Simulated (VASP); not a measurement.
**Ta: single point with RPBE**

Ta:

```
Ta
1.0
     0.00000    2.09503    2.09503
     2.09503    0.00000    2.09503
     2.09503    2.09503    0.00000
Ta
1
Direct
  0.00000 0.00000 0.00000
```

This cell differs from its parent crystal: volume scaled by 0.96.

```yaml
Program: VASP 6.6.1
Task: single point
Functional: RPBE
Potentials_or_basis: VASP PAW PBE potentials, release 64 (Ta_pv)
Cutoff: 520 eV
k_mesh: 14 × 14 × 14
Occupations: fermi-dirac, width 0.1 eV
Spin: no spin polarisation
Dipole_correction: no
Further_INCAR_settings: ALGO = Normal; EDIFF = 1e-06; NBANDS = 12
```

- Pressure: 8.2 GPa

Levels at points of the mesh, in eV from the Fermi level:
```csv
k point,band 1,band 2,band 3,band 4,band 5,band 6,band 7,band 8,band 9,band 10
"(0.00, 0.00, 0.00)",-33.60,-33.60,-33.60,-8.24,0.43,0.43,0.43,3.53,3.53,12.45
"(0.50, 0.00, 0.00)",-34.69,-33.75,-33.75,-4.72,0.20,0.20,0.69,5.92,5.92,10.31
"(0.50, 0.50, 0.00)",-34.62,-33.99,-33.99,-4.52,-3.46,2.95,5.92,6.63,6.63,11.22
```

Run time: 44 s on 1 thread of AMD EPYC 7R43 64-Core Processor (Zen 3) (shared host), peak memory 0.12 GiB.

Caveat: the PAW data sets were made with another functional, which shifts forces and pressure a little; spin-orbit coupling is left out, which moves the levels of the heavy elements.
